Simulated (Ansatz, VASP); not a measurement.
# Mg2Cl3 in VASP and in Ansatz

```xyz
10
Lattice="4.5461 2.6247 2.6420 -4.5461 2.6247 2.6420 0.0000 -5.2494 2.6420" Properties=species:S:1:pos:R:3 pbc="T T T"
Mg    0.0000    2.6247    2.6420
Mg   -2.2730   -1.3123    2.6420
Mg    2.2730   -1.3123    2.6420
Mg    0.0000    0.0000    0.0000
Cl   -1.8608    1.0743    2.8831
Cl    0.0000   -2.1487    2.8831
Cl    1.8608    1.0743    2.8831
Cl    1.8608   -1.0743    5.0429
Cl   -1.8608   -1.0743    5.0429
Cl    0.0000    2.1487    5.0429
```

Alike in both runs: task single point; functional PBE; k mesh 3 × 3 × 3; occupations gaussian, width 0.1 eV; no spin polarisation.

```csv
,VASP,Ansatz
version,VASP 6.6.1,Ansatz 0.2.0
potentials or method,"VASP PAW PBE potentials, release 64 (Mg, Cl), cutoff 520 eV","scalar-relativistic, plane waves, PAW"
valence electrons in the cell,50,82
```

```csv
,VASP,Ansatz,Ansatz less VASP
gap on the k mesh at the Fermi level (eV),0.74,0.74,-0.002
least direct gap on the mesh (eV),1.60,1.60,0.000
pressure (GPa),11.4,11.6,+0.25
"traceless stress, the component that is largest in VASP (GPa)",-0.26,-0.25,+0.006
rms of the force components (eV/Å),0.313,0.317,+0.0041
```

Atom by atom the forces differ by 0.005 eV/Å (rms over components). VASP's potentials hold 50 valence electrons a cell and Ansatz's 82, so a difference there can come from the potentials and not from the codes.
